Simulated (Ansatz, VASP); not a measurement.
One calculation of CdI2, two programs

```
CELL_PARAMETERS angstrom
4.28644 0.00000 0.00000
-2.14322 3.71217 0.00000
0.00000 0.00000 6.85900
ATOMIC_POSITIONS crystal
Cd 0.00000 0.00000 0.00000
I 0.33333 0.66667 0.24920
I 0.66667 0.33333 0.75080
```

Change from the starting cell: equal xx and yy strain of +1 %.

Alike in both runs: task single point; functional PBEsol; k mesh 8 × 8 × 5; occupations fermi-dirac, width 0.03 eV; no spin polarisation.

|  | VASP | Ansatz |
| --- | --- | --- |
| version | VASP 6.6.1 | Ansatz 0.2.0 |
| potentials or method | VASP PAW PBE potentials, release 64 (Cd, I), cutoff 500 eV | all-electron LAPW, scalar-relativistic |

|  | VASP | Ansatz | Ansatz less VASP |
| --- | --- | --- | --- |
| gap on the k mesh at the Fermi level (eV) | 2.29 | 2.30 | +0.010 |
| pressure (GPa) | -0.9 | -1.0 | -0.10 |
| traceless stress, the component that is largest in VASP (GPa) | 0.28 | 0.29 | +0.010 |
| rms of the force components (eV/Å) | 0.073 | 0.084 | +0.0106 |

VASP's potentials were made for PBE, not for PBEsol. Atom by atom the forces differ by 0.011 eV/Å (rms over components). Ansatz ran all-electron here, and VASP with PAW potentials.

Spin-orbit coupling is off throughout.
